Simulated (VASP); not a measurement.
Runs of VASP 6.6.1 on TiPt3. The structure is that of space group Pm-3m (No. 221), or close to it. The cells are those of the table. 

```tsv
level	potentials or basis	cell	k mesh	gap on the mesh (eV)	pressure (GPa)
LDA	VASP PAW LDA potentials, release 64 (Pt, Ti_sv)	a = 3.897 Å, 4 atoms	7 × 7 × 7	none	-4.3
r2SCAN	VASP PAW PBE potentials, release 64 (Pt, Ti_sv)	a = 3.897 Å, 4 atoms	4 × 4 × 4	none	5.5
PBE	VASP PAW PBE potentials, release 64 (Pt, Ti_sv)	a = 3.897 Å, 4 atoms	4 × 4 × 4	none	(c)
PBE	VASP PAW PBE potentials, release 64 (Pt, Ti_sv)	a = 3.948 Å, 4 atoms	7 × 7 × 7	none	(b)
LDA	VASP PAW LDA potentials, release 64 (Pt, Ti_sv)	a = 3.923 Å, 4 atoms	7 × 7 × 7	none	-9.2
PBE	VASP PAW PBE potentials, release 64 (Pt, Ti_sv)	a = 3.817 Å, 4 atoms	7 × 7 × 7	none	(a)
LDA	VASP PAW LDA potentials, release 64 (Pt, Ti_sv)	a = 3.817 Å, 4 atoms	7 × 7 × 7	none	14.6
PBE	VASP PAW PBE potentials, release 64 (Pt, Ti_sv)	a = 3.973 Å, 4 atoms	7 × 7 × 7	none	-4.7
```

Alike in all rows: task single point; no spin polarisation; cutoff (eV) 520; smearing fermi-dirac 0.05 eV.

Estimate the missing entries.

(a) 30.1; (b) -0.5; (c) 9.5.

Caveats: some runs use coarse meshes; spin-orbit coupling is left out, which moves the levels of the heavy elements; the cell stands under tension (at least some runs); the cell stands under pressure (at least some runs); the PAW data sets were made with another functional, which shifts forces and pressure a little (at least some runs).

A k mesh can miss the band edges, and the runs leave out spin-orbit coupling on Pt.

A gap of «none» marks levels without a gap at the run's occupations.
